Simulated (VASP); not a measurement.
# HfH2 (I4/mmm) in VASP: a series of runs

Runs on HfH2. Level: PBEsol. Tasks: single point.

All numbers are computed with VASP 6.6.1; they aren't measurements. Logs are shortened: lines on timing, memory, paths and dates and some standing lists are left out, and cuts for length are marked.

## (1) The cell of the first run

The structure is tetragonal, space group I4/mmm (No. 139). The conventional cell has a = 3.430 Å, b = 3.430 Å, c = 4.263 Å, α = 90.00°, β = 90.00°, γ = 90.00°. Within 2.7 Å of Hf (site symmetry 4/mmm) lie 8 H at 2.02 Å. Within 2.7 Å of H (site symmetry -4m2) lie 4 Hf at 2.02 Å and 6 H at 2.13 to 2.43 Å.

## (2) Single point, PBEsol (biaxial strain in the a-b plane: -1.0 %)

The input, INCAR:

```
SYSTEM = HfH2
ALGO = Normal ; EDIFF = 1E-7
ENCUT = 520 ; GGA = PS
ISIF = 2 ; ISMEAR = 0
LASPH = .TRUE. ; LCHARG = .TRUE.
LELF = .TRUE. ; LREAL = .FALSE.
LVHAR = .TRUE. ; LWAVE = .FALSE.
NBANDS = 21 ; NELM = 80
PREC = Accurate ; SIGMA = 0.1
```

The input, KPOINTS:

```
k-points
0
G
  10 10 8
  0 0 0
```

The input, POSCAR:

```
HfH2
1.0
    3.4296264281      0.0000000000      0.0000000000
    0.0000000000      3.4296264281      0.0000000000
    0.0000000000      0.0000000000      4.2630976632
Hf H
2 4
Direct
    0.0000000000      0.0000000000      0.0000000000
    0.5000000000      0.5000000000      0.5000000000
    0.0000000000      0.5000000000      0.2500000000
    0.5000000000      0.0000000000      0.2500000000
    0.5000000000      0.0000000000      0.7500000000
    0.0000000000      0.5000000000      0.7500000000
```

Potentials or basis: VASP PAW PBE potentials, release 64 (Hf_pv, H).

The run is started by

```sh
> cat potpaw_PBE.64/Hf_pv/POTCAR potpaw_PBE.64/H/POTCAR > POTCAR
> mpirun -np 1 vasp_std > vasp.out
```

OUTCAR:

```text
SYSTEM = HfH2
   EDIFF = 1E-7
   ENCUT = 520
   GGA = PS
   ISIF = 2
   ISMEAR = 0
   LASPH = .TRUE.
   LREAL = .FALSE.
   NELM = 80
   PREC = Accurate

 ion  position               nearest neighbor table
   1  0.000  0.000  0.000-   3 2.02   4 2.02   5 2.02   6 2.02   3 2.02   6 2.02   4 2.02   5 2.02
                             2 3.23   2 3.23   2 3.23   2 3.23   2 3.23   2 3.23   2 3.23   2 3.23
   2  0.500  0.500  0.500-   3 2.02   4 2.02   5 2.02   6 2.02   4 2.02   5 2.02   3 2.02   6 2.02
                             1 3.23   1 3.23   1 3.23   1 3.23   1 3.23   1 3.23   1 3.23   1 3.23
   3  0.000  0.500  0.250-   1 2.02   2 2.02   1 2.02   2 2.02
   4  0.500  0.000  0.250-   1 2.02   2 2.02   2 2.02   1 2.02
   5  0.500  0.000  0.750-   1 2.02   2 2.02   2 2.02   1 2.02
   6  0.000  0.500  0.750-   1 2.02   2 2.02   1 2.02   2 2.02

  LATTYP: Found a simple tetragonal cell.
 ALAT       =     3.4296264281
 C/A-ratio  =     1.2430209974

  Lattice vectors:

 A1 = (   3.4296264281,   0.0000000000,   0.0000000000)
 A2 = (   0.0000000000,   3.4296264281,   0.0000000000)
 A3 = (   0.0000000000,   0.0000000000,   4.2630976632)

Analysis of symmetry for initial positions (statically):
=====================================================================
 Subroutine PRICEL returns following result:

  LATTYP: Found a body centered tetragonal cell.
 ALAT       =     3.4296264281
 C/A-ratio  =     1.2430209974

  Lattice vectors:

 A1 = (  -1.7148132141,  -1.7148132141,  -2.1315488316)
 A2 = (   1.7148132141,   1.7148132141,  -2.1315488316)
 A3 = (   1.7148132141,  -1.7148132141,   2.1315488316)

   2 primitive cells build up your supercell.

 Routine SETGRP: Setting up the symmetry group for a
 simple tetragonal supercell.

 Subroutine GETGRP returns: Found 16 space group operations
 (whereof 16 operations were pure point group operations)
 out of a pool of 16 trial point group operations.

The static configuration has the point symmetry D_4h.

Analysis of symmetry for dynamics (positions and initial velocities):
=====================================================================
 Subroutine PRICEL returns following result:

  LATTYP: Found a body centered tetragonal cell.
 ALAT       =     3.4296264281
 C/A-ratio  =     1.2430209974

  Lattice vectors:

 A1 = (  -1.7148132141,  -1.7148132141,  -2.1315488316)
 A2 = (   1.7148132141,   1.7148132141,  -2.1315488316)
 A3 = (   1.7148132141,  -1.7148132141,   2.1315488316)

[... 113 lines left out ...]
   EDIFFG = 0.1E-05   stopping-criterion for IOM
   NSW    =      0    number of steps for IOM
   IBRION =     -1    ionic relax: 0-MD 1-quasi-New 2-CG
   NFREE  =      0    steps in history (QN), initial steepest desc. (CG)
   ISIF   =      2    stress and relaxation
   ISYM   =      2    0-nonsym 1-usesym 2-fastsym
   POTIM  = 0.5000    time-step for ionic-motion
   TEBEG  =    0.0;   TEEND  =   0.0 temperature during run
   PSTRESS=    0.0 pullay stress
   NELECT =      24.0000    total number of electrons
   NUPDOWN=      -1.0000    fix difference up-down
   EMIN   =  10.00;   EMAX   =-10.00  energy-range for DOS
   EFERMI =   0.00;   METHOD = LEGACY
   ISMEAR =     0;   SIGMA  =   0.10  broadening in eV -4-tet -1-fermi 0-gaus
   EFERMI_NEDOS =   21; number of points for ismear=-14 and -15
   IALGO  =     38    algorithm
   IMIX   =      4    mixing-type and parameters
     AMIX     =   0.40;   BMIX     =  1.00
     AMIX_MAG =   1.60;   BMIX_MAG =  1.00
  volume/ion in A,a.u.               =       8.36        56.40
  Fermi-wavevector in a.u.,A,eV,Ry     =   1.280577  2.419939 22.311878  1.639877
  Thomas-Fermi vector in A             =   2.412997
   LORBIT       =      0    0 simple, 1 ext, 2 COOP (PROOUT), +10 PAW based schemes
   GGA     = PS    functional components
   LHFCALC =     F    Hartree Fock is set to
   AEXX    =    0.0000 exact exchange contribution
   IVDW    =     0    specifies the selected vdW correction
   LEPSILON=     F    determine dielectric tensor
   LRPA    =     F    only Hartree local field effects (RPA)
 non-spin polarized calculation
 Gauss-broadening in eV      SIGMA  =   0.10
  energy-cutoff  :      520.00
  volume of cell :       50.14
 maximum number of plane-waves:      1376
 NGX is ok and might be reduce to    28
   NGX = 13   NGY = 13   NGZ = 15

 number of electron      24.0000000 magnetization

 Free energy of the ion-electron system (eV)
  ---------------------------------------------------
  ext. energy  EPLUGINS =         0.00000000
  ---------------------------------------------------
  free energy    TOTEN  =       -37.57879247 eV

  energy without entropy =      -37.57422201  energy(sigma->0) =      -37.57650724

 E-fermi :   5.5681     XC(G=0): -11.7626

 val. band max:        5.5331846488   @ k =   0.2000   0.2000   0.0000
 cond. band min:       5.5747063676   @ k =   0.2000   0.0000   0.5000
 fundamental gap:      0.0415217188
 Fermi energy:         5.5680718168

 k-point     1 :       0.0000    0.0000    0.0000
  band No.  band energies     occupation
      1     -25.7675      2.00000
      2     -25.5048      2.00000
      3     -25.5048      2.00000
      4     -25.1884      2.00000
      5     -25.1884      2.00000
      6     -25.1272      2.00000
[... 565 lines left out ...]
     20      11.7279      0.00000
     21      14.5042      0.00000

 [... further k-points ...]

------------------------ aborting loop because EDIFF is reached ----------------------------------------

  FORCE on cell =-STRESS in cart. coord.  units (eV):
  Direction    XX          YY          ZZ          XY          YZ          ZX
  --------------------------------------------------------------------------------------
  -------------------------------------------------------------------------------------
  Total        0.7945526      0.7945526      0.0817763      0.0000000      0.0000000      0.0000000
  in kB       25.3871711     25.3871711      2.6128778      0.0000000      0.0000000      0.0000000
  external PRESSURE =      17.7957400 kB  Pullay stress =       0.0000000 kB

 VOLUME and BASIS-vectors are now :
 -----------------------------------------------------------------------------
  energy-cutoff  :      520.00
  volume of cell :       50.14
      direct lattice vectors                 reciprocal lattice vectors
     3.429626428  0.000000000  0.000000000     0.291576946  0.000000000  0.000000000
     0.000000000  3.429626428  0.000000000     0.000000000  0.291576946  0.000000000
     0.000000000  0.000000000  4.263097663     0.000000000  0.000000000  0.234571215

 POSITION                                       TOTAL-FORCE (eV/Angst)
 -----------------------------------------------------------------------------------
      0.00000      0.00000      0.00000        -0.000000     -0.000000      0.000000
      1.71481      1.71481      2.13155         0.000000      0.000000     -0.000000
      0.00000      1.71481      1.06577        -0.000000     -0.000000      0.000000
      1.71481      0.00000      1.06577        -0.000000     -0.000000     -0.000000
      1.71481      0.00000      3.19732        -0.000000     -0.000000      0.000000
      0.00000      1.71481      3.19732        -0.000000     -0.000000     -0.000000
 -----------------------------------------------------------------------------------
    total drift:                                0.000000      0.000000      0.000000

  FREE ENERGIE OF THE ION-ELECTRON SYSTEM (eV)
  ---------------------------------------------------
  free  energy   TOTEN  =       -37.5787924657 eV

  energy  without entropy=      -37.5742220112  energy(sigma->0) =      -37.57650724
```

stdout:

```text
POSCAR found type information on POSCAR HfH
 POSCAR found :  2 types and       6 ions
 scaLAPACK will be used
 -----------------------------------------------------------------------------
|                                                                             |
|                                                                             |
|     You enforced a specific xc type in the INCAR file but a different       |
|     I HOPE YOU KNOW WHAT YOU ARE DOING!                                     |
|                                                                             |
 -----------------------------------------------------------------------------

 LDA part: xc-table for (Slater+PW92), standard interpolation
 POSCAR, INCAR and KPOINTS ok, starting setup
 FFT: planning ... GRIDC
 FFT: planning ... GRID_SOFT
 FFT: planning ... GRID
 WAVECAR not read
 entering main loop
```

It took 41 s on 1 thread of Intel Xeon 6975P-C (Granite Rapids), shared host; peak memory 0.23 GiB.

What came out:

* Free energy: -37.5788 eV
* Pressure: 1.8 GPa
* Band gap on the k mesh: zero (bands 12 and 13 overlap by 1.17 eV)

Stress tensor (GPa, compression positive):
```
2.54 0.00 0.00
0.00 2.54 0.00
0.00 0.00 0.26
```

Caveat: the cell differs from its parent crystal (biaxial strain in the a-b plane: -1.0 %); the PAW data sets were made with another functional, which shifts forces and pressure a little; spin-orbit coupling is left out, which moves the levels of the heavy elements.

(Part 1 of 2 ends here.)
